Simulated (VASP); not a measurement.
Write the native input for VASP 6.6.1 that does the following.

```yaml
Task: single point
Functional: PBEsol
Potentials_or_basis: VASP PAW PBE potentials, release 64 (Si, C)
Cutoff: 520 eV
k_mesh: 17 × 17 × 17
Occupations: fermi-dirac, width 0.08 eV
Spin: no spin polarisation
Dipole_correction: no
Further_INCAR_settings: ALGO = Normal; EDIFF = 1e-06; NBANDS = 11
```

The structure of SiC (rocksalt type) lies in POSCAR:

```
SiC
1.0
    0.0000000000      2.0170031434      2.0170031434
    2.0170031434      0.0000000000      2.0170031434
    2.0170031434      2.0170031434      0.0000000000
Si C
1 1
Direct
    0.0000000000      0.0000000000      0.0000000000
    0.5000000000      0.5000000000      0.5000000000
```

These files were run (other wordings do the same):

INCAR

```
SYSTEM = SiC
ALGO = Normal ; EDIFF = 1E-6
ENCUT = 520 ; GGA = PS
ISIF = 2 ; ISMEAR = -1
LASPH = .TRUE. ; LCHARG = .FALSE.
LREAL = .FALSE. ; LWAVE = .FALSE.
NBANDS = 11 ; NELM = 60
PREC = Accurate ; SIGMA = 0.08
```

KPOINTS

```
k-points
0
G
  17 17 17
  0 0 0
```

Potentials or basis: VASP PAW PBE potentials, release 64 (Si, C).

Launch:

```bash
$ cat potpaw_PBE.64/Si/POTCAR potpaw_PBE.64/C/POTCAR > POTCAR
$ mpirun -np 1 vasp_std > vasp.out
```

Results of the run:

* Pressure: 0.6 GPa
* Band gap on the k mesh: zero (band 4 reaches 12.61 eV, above the bottom of band 5 at 11.71 eV)

Caveat: the PAW data sets were made with another functional, which shifts forces and pressure a little.

Wall time 36 s on 1 thread of Intel Xeon 8259CL, with other jobs on the host, peak memory 0.15 GiB.
